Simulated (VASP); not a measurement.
# Na (Im-3m) in VASP: notebook

Runs on Na. Level: PBE. Tasks: single point.

Everything below comes from runs of VASP 6.6.1. Logs are shortened: lines on timing, memory, paths and dates and some standing lists are left out, and cuts for length are marked.

## Step 1: The cell of the first run

The structure is cubic, space group Im-3m (No. 229). Conventional cell: a = 4.325 Å, b = 4.325 Å, c = 4.325 Å, α = 90.00°, β = 90.00°, γ = 90.00°. Within 4.9 Å of Na (site symmetry m-3m) lie 14 Na at 3.75 to 4.33 Å.

## Step 2: Single point, PBE (volume scaled by 1.10)

INCAR reads:

```
SYSTEM = Na
  ALGO = Normal
  EDIFF = 1E-7
  ENCUT = 520
  GGA = PE
  ISIF = 2
  ISMEAR = 0
  LASPH = .True.
  LCHARG = .True.
  LELF = .True.
  LREAL = .False.
  LVHAR = .True.
  LWAVE = .False.
  NBANDS = 10
  NELM = 100
  PREC = Accurate
  SIGMA = 0.1
```

KPOINTS reads:

```
k-points
0
Gamma
  14 14 14
  0 0 0
```

POSCAR reads:

```
Na
1.0
   -2.1625308836      2.1625308836      2.1625308836
    2.1625308836     -2.1625308836      2.1625308836
    2.1625308836      2.1625308836     -2.1625308836
Na
1
Direct
    0.0000000000      0.0000000000      0.0000000000
```

Potentials or basis: VASP PAW PBE potentials, release 64 (Na_pv).

On the command line:

```sh
$ cat potpaw_PBE.64/Na_pv/POTCAR > POTCAR
$ mpirun -np 1 vasp_std > vasp.out
```

OUTCAR:

```text
SYSTEM = Na
   EDIFF = 1E-7
   ENCUT = 520
   GGA = PE
   ISIF = 2
   ISMEAR = 0
   LASPH = .True.
   LREAL = .False.
   NELM = 100
   PREC = Accurate

 ion  position               nearest neighbor table
   1  0.000  0.000  0.000-

  LATTYP: Found a body centered cubic cell.
 ALAT       =     4.3250617672

  Lattice vectors:

 A1 = (  -2.1625308836,   2.1625308836,   2.1625308836)
 A2 = (   2.1625308836,  -2.1625308836,   2.1625308836)
 A3 = (   2.1625308836,   2.1625308836,  -2.1625308836)

Analysis of symmetry for initial positions (statically):
=====================================================================
 Subroutine PRICEL returns:
 Original cell was already a primitive cell.

 Routine SETGRP: Setting up the symmetry group for a
 body centered cubic supercell.

 Subroutine GETGRP returns: Found 48 space group operations
 (whereof 48 operations were pure point group operations)
 out of a pool of 48 trial point group operations.

The static configuration has the point symmetry O_h .

Analysis of symmetry for dynamics (positions and initial velocities):
=====================================================================
 Subroutine PRICEL returns:
 Original cell was already a primitive cell.

 Routine SETGRP: Setting up the symmetry group for a
 body centered cubic supercell.

 Subroutine GETGRP returns: Found 48 space group operations
 (whereof 48 operations were pure point group operations)
 out of a pool of 48 trial point group operations.

The dynamic configuration has the point symmetry O_h .

 Subroutine INISYM returns: Found 48 space group operations
 (whereof 48 operations are pure point group operations),
 and found     1 'primitive' translations

----------------------------------------------------------------------------------------

                                     Primitive cell

  volume of cell :      40.4526

  direct lattice vectors                    reciprocal lattice vectors
    -2.162530884  2.162530884  2.162530884     0.000000000  0.231210571  0.231210571
     2.162530884 -2.162530884  2.162530884     0.231210571  0.000000000  0.231210571
     2.162530884  2.162530884 -2.162530884     0.231210571  0.231210571  0.000000000

  length of vectors
     3.745613363  3.745613363  3.745613363     0.326981125  0.326981125  0.326981125

  position of ions in fractional coordinates (direct lattice)
     0.000000000  0.000000000  0.000000000

  ion indices of the primitive-cell ions
   primitive index   ion index
                 1           1

----------------------------------------------------------------------------------------

 KPOINTS: k-points

Automatic generation of k-mesh.
 Grid dimensions read from file:
 generate k-points for:   14   14   14

 Generating k-lattice:

  Cartesian coordinates                     Fractional coordinates (reciprocal lattice)
     0.000000000  0.016515041  0.016515041     0.071428571  0.000000000  0.000000000
     0.016515041  0.000000000  0.016515041     0.000000000  0.071428571  0.000000000
     0.016515041  0.016515041  0.000000000     0.000000000  0.000000000  0.071428571

  Length of vectors
     0.023355795  0.023355795  0.023355795

  Shift w.r.t. Gamma in fractional coordinates (k-lattice)
     0.000000000  0.000000000  0.000000000

 Subroutine IBZKPT returns following result:
 ===========================================

 Found    104 irreducible k-points:

 Following reciprocal coordinates:
            Coordinates               Weight
  0.000000  0.000000  0.000000      1.000000
  0.071429  0.000000  0.000000     12.000000
  0.142857  0.000000  0.000000     12.000000
  0.214286  0.000000  0.000000     12.000000
  0.285714  0.000000  0.000000     12.000000
  0.357143  0.000000  0.000000     12.000000
[... 16 lines left out ...]
  0.285714  0.285714  0.000000     24.000000
  0.357143  0.285714 -0.000000     24.000000
 [... further k-points ...]
   k-points           NKPTS =    104   k-points in BZ     NKDIM =    104   number of bands    NBANDS=     10
   number of dos      NEDOS =    301   number of ions     NIONS =      1
   total plane-waves  NPLWV =  21952
   dimension x,y,z NGX =    28 NGY =   28 NGZ =   28
   dimension x,y,z NGXF=    56 NGYF=   56 NGZF=   56
   ions per type =               1
   NGX,Y,Z   is equivalent  to a cutoff of  12.43, 12.43, 12.43 a.u.
   NGXF,Y,Z  is equivalent  to a cutoff of  24.86, 24.86, 24.86 a.u.
 SYSTEM =  Na
   PREC   = accura    normal or accurate (medium, high low for compatibility)
   ISTART =      0    job   : 0-new  1-cont  2-samecut
   ICHARG =      2    charge: 1-file 2-atom 10-const
   ISPIN  =      1    spin polarized calculation?
   LNONCOLLINEAR =      F non collinear calculations
   LSORBIT =      F    spin-orbit coupling
   LASPH  =      T    aspherical Exc in radial PAW
   ENCUT  =  520.0 eV  38.22 Ry    6.18 a.u.   6.96  6.96  6.96*2*pi/ulx,y,z
   NELM   =    100;   NELMIN=  2; NELMDL= -5     # of ELM steps
   EDIFF  = 0.1E-06   stopping-criterion for ELM
   LREAL  =      F    real-space projection
   EDIFFG = 0.1E-05   stopping-criterion for IOM
   NSW    =      0    number of steps for IOM
   IBRION =     -1    ionic relax: 0-MD 1-quasi-New 2-CG
   NFREE  =      0    steps in history (QN), initial steepest desc. (CG)
   ISIF   =      2    stress and relaxation
   ISYM   =      2    0-nonsym 1-usesym 2-fastsym
   POTIM  = 0.5000    time-step for ionic-motion
   TEBEG  =    0.0;   TEEND  =   0.0 temperature during run
   PSTRESS=    0.0 pullay stress
   NELECT =       7.0000    total number of electrons
   NUPDOWN=      -1.0000    fix difference up-down
   EMIN   =  10.00;   EMAX   =-10.00  energy-range for DOS
   EFERMI =   0.00;   METHOD = LEGACY
   ISMEAR =     0;   SIGMA  =   0.10  broadening in eV -4-tet -1-fermi 0-gaus
   EFERMI_NEDOS =   21; number of points for ismear=-14 and -15
   IALGO  =     38    algorithm
   IMIX   =      4    mixing-type and parameters
     AMIX     =   0.40;   BMIX     =  1.00
     AMIX_MAG =   1.60;   BMIX_MAG =  1.00
  volume/ion in A,a.u.               =      40.45       272.99
  Fermi-wavevector in a.u.,A,eV,Ry     =   0.912274  1.723947 11.323360  0.832243
  Thomas-Fermi vector in A             =   2.036650
   LORBIT       =      0    0 simple, 1 ext, 2 COOP (PROOUT), +10 PAW based schemes
   GGA     = PE    functional components
   LHFCALC =     F    Hartree Fock is set to
   AEXX    =    0.0000 exact exchange contribution
   IVDW    =     0    specifies the selected vdW correction
   LEPSILON=     F    determine dielectric tensor
   LRPA    =     F    only Hartree local field effects (RPA)
 non-spin polarized calculation
 Gauss-broadening in eV      SIGMA  =   0.10
  energy-cutoff  :      520.00
  volume of cell :       40.45
 maximum number of plane-waves:      1112
   NGX = 13   NGY = 13   NGZ = 13

 number of electron       6.9999995 magnetization

 Free energy of the ion-electron system (eV)
  ---------------------------------------------------
  ext. energy  EPLUGINS =         0.00000000
  ---------------------------------------------------
  free energy    TOTEN  =        -1.30530816 eV

  energy without entropy =       -1.30219191  energy(sigma->0) =       -1.30375003

 E-fermi :   0.0666     XC(G=0):  -6.2796

 val. band max:        0.0397952536   @ k =  -0.3571   0.4286   0.1429
 cond. band min:       0.1172432842   @ k =   0.3571   0.0714   0.0714
 fundamental gap:      0.0774480306
 Fermi energy:         0.0666103330

 k-point     1 :       0.0000    0.0000    0.0000
  band No.  band energies     occupation
      1     -24.8843      2.00000
      2     -24.8843      2.00000
      3     -24.8843      2.00000
      4      -3.0093      2.00000
      5      11.2669      0.00000
      6      11.2669      0.00000
      7      11.2669      0.00000
      8      12.2199      0.00000
      9      12.2199      0.00000
     10      12.7406      0.00000

 k-point     2 :       0.0714    0.0000    0.0000
  band No.  band energies     occupation
      1     -24.8856      2.00000
      2     -24.8848      2.00000
      3     -24.8843      2.00000
      4      -2.9247      2.00000
      5      10.1123      0.00000
      6      10.7222      0.00000
      7      10.8814      0.00000
      8      11.4935      0.00000
      9      11.7105      0.00000
     10      12.8507      0.00000

 k-point     3 :       0.1429    0.0000    0.0000
  band No.  band energies     occupation
      1     -24.8892      2.00000
      2     -24.8860      2.00000
      3     -24.8843      2.00000
      4      -2.6716      2.00000
      5       8.3277      0.00000
      6       9.9212      0.00000
      7      10.2563      0.00000
      8      10.6926      0.00000
      9      11.3670      0.00000
     10      12.9953      0.00000

 k-point     4 :       0.2143    0.0000    0.0000
  band No.  band energies     occupation
      1     -24.8944      2.00000
      2     -24.8878      2.00000
      3     -24.8843      2.00000
      4      -2.2523      2.00000
      5       6.6122      0.00000
      6       9.2201      0.00000
      7       9.6943      0.00000
      8      10.0307      0.00000
      9      10.9186      0.00000
     10      13.3584      0.00000

 k-point     5 :       0.2857    0.0000    0.0000
  band No.  band energies     occupation
      1     -24.9002      2.00000
      2     -24.8898      2.00000
      3     -24.8843      2.00000
      4      -1.6704      2.00000
      5       5.0159      0.00000
      6       8.6641      0.00000
      7       9.2467      0.00000
      8       9.5159      0.00000
      9      10.4759      0.00000
     10      13.8537      0.00000

 k-point     6 :       0.3571    0.0000    0.0000
  band No.  band energies     occupation
      1     -24.9054      2.00000
      2     -24.8916      2.00000
      3     -24.8842      2.00000
      4      -0.9309      2.00000
      5       3.5511      0.00000
      6       8.2637      0.00000
      7       8.9248      0.00000
      8       9.1487      0.00000
      9      10.1204      0.00000
     10      14.4226      0.00000
[... 183 lines left out ...]
 k-point    21 :       0.2857    0.2143   -0.0000
  band No.  band energies     occupation
      1     -24.9058      2.00000
      2     -24.8950      2.00000
      3     -24.8869      2.00000
      4       0.0389      1.30481
      5       3.3404      0.00000
      6       4.6016      0.00000
      7       7.9213      0.00000
      8      10.9903      0.00000
      9      12.2560      0.00000
     10      14.2110      0.00000

 k-point    22 :       0.3571    0.2143    0.0000
  band No.  band energies     occupation
      1     -24.9065      2.00000
      2     -24.8968      2.00000
      3     -24.8870      2.00000
      4       0.9750      0.00000
      5       2.1499      0.00000
      6       4.4122      0.00000
      7       7.7697      0.00000
      8      10.8930      0.00000
      9      12.9802      0.00000
     10      13.7530      0.00000

 k-point    23 :       0.2857    0.2857    0.0000
  band No.  band energies     occupation
      1     -24.9051      2.00000
      2     -24.8982      2.00000
      3     -24.8874      2.00000
      4       0.9059      0.00000
      5       2.8841      0.00000
      6       3.5268      0.00000
      7       7.6921      0.00000
      8      11.5687      0.00000
      9      12.2391      0.00000
     10      14.0579      0.00000

 k-point    24 :       0.3571    0.2857   -0.0000
  band No.  band energies     occupation
      1     -24.9041      2.00000
      2     -24.9001      2.00000
      3     -24.8875      2.00000
      4       1.7387      0.00000
      5       2.1002      0.00000
      6       3.2557      0.00000
      7       7.6154      0.00000
      8      11.7143      0.00000
      9      12.5766      0.00000
     10      13.4479      0.00000

 [... further k-points ...]

------------------------ aborting loop because EDIFF is reached ----------------------------------------

  FORCE on cell =-STRESS in cart. coord.  units (eV):
  Direction    XX          YY          ZZ          XY          YZ          ZX
  --------------------------------------------------------------------------------------
  -------------------------------------------------------------------------------------
  Total       -0.1520570     -0.1520570     -0.1520570      0.0000000      0.0000000     -0.0000000
  in kB       -6.0224050     -6.0224050     -6.0224050      0.0000000      0.0000000     -0.0000000
  external PRESSURE =      -6.0224050 kB  Pullay stress =       0.0000000 kB

 VOLUME and BASIS-vectors are now :
 -----------------------------------------------------------------------------
  energy-cutoff  :      520.00
  volume of cell :       40.45
      direct lattice vectors                 reciprocal lattice vectors
    -2.162530884  2.162530884  2.162530884     0.000000000  0.231210571  0.231210571
     2.162530884 -2.162530884  2.162530884     0.231210571  0.000000000  0.231210571
     2.162530884  2.162530884 -2.162530884     0.231210571  0.231210571  0.000000000

 POSITION                                       TOTAL-FORCE (eV/Angst)
 -----------------------------------------------------------------------------------
      0.00000      0.00000      0.00000         0.000000      0.000000      0.000000
 -----------------------------------------------------------------------------------
    total drift:                               -0.000000     -0.000000     -0.000000

  FREE ENERGIE OF THE ION-ELECTRON SYSTEM (eV)
  ---------------------------------------------------
  free  energy   TOTEN  =        -1.3053081600 eV

  energy  without entropy=       -1.3021919066  energy(sigma->0) =       -1.30375003
```

Run time: 22 s. Hardware: 1 thread of Intel Xeon Platinum 8375C at 2.90GHz (Ice Lake), shared host; peak memory 0.17 GiB.

Results:

```yaml
Free_energy: -1.3053 eV
Pressure: -0.6 GPa
```

Caveat: the cell differs from its parent crystal (volume scaled by 1.10).

## Step 3: Single point, PBE

This run uses another cell than the first one, of 36.78 Å³/atom, 0.909 times its volume.

INCAR reads:

```
SYSTEM = Na
  ALGO = Normal
  EDIFF = 1E-6
  ENCUT = 520
  GGA = PE
  ISIF = 2
  ISMEAR = 0
  LASPH = .TRUE.
  LCHARG = .TRUE.
  LELF = .TRUE.
  LREAL = .FALSE.
  LVHAR = .TRUE.
  LWAVE = .FALSE.
  NBANDS = 10
  NELM = 100
  PREC = Accurate
  SIGMA = 0.1
```

KPOINTS reads:

```
k-points
0
G
  14 14 14
  0 0 0
```

POSCAR reads:

```
Na
1.0
   -2.0949070445      2.0949070445      2.0949070445
    2.0949070445     -2.0949070445      2.0949070445
    2.0949070445      2.0949070445     -2.0949070445
Na
1
Direct
    0.0000000000      0.0000000000      0.0000000000
```

Potentials or basis: VASP PAW PBE potentials, release 64 (Na_pv).

On the command line:

```sh
$ cat potpaw_PBE.64/Na_pv/POTCAR > POTCAR
$ mpirun -np 1 vasp_std > vasp.out
```

Run time: 18 s. Hardware: 1 thread of AMD EPYC 7R13 (Zen 3), shared host; peak memory 0.14 GiB.

It converged, with:

| Item | Value |
| --- | --- |
| Free energy | -1.3121 eV |
| Pressure | 0.0 GPa |

Levels at points of the mesh, in eV from the Fermi level:
```tsv
k point	band 1	band 2	band 3	band 4	band 5	band 6
(0.00, 0.00, 0.00)	-24.87	-24.87	-24.87	-3.27	11.81	11.81
(0.50, 0.00, 0.00)	-24.91	-24.88	-24.87	0.78	1.25	8.26
(0.50, 0.50, 0.50)	-24.90	-24.90	-24.90	4.56	4.56	4.95
```
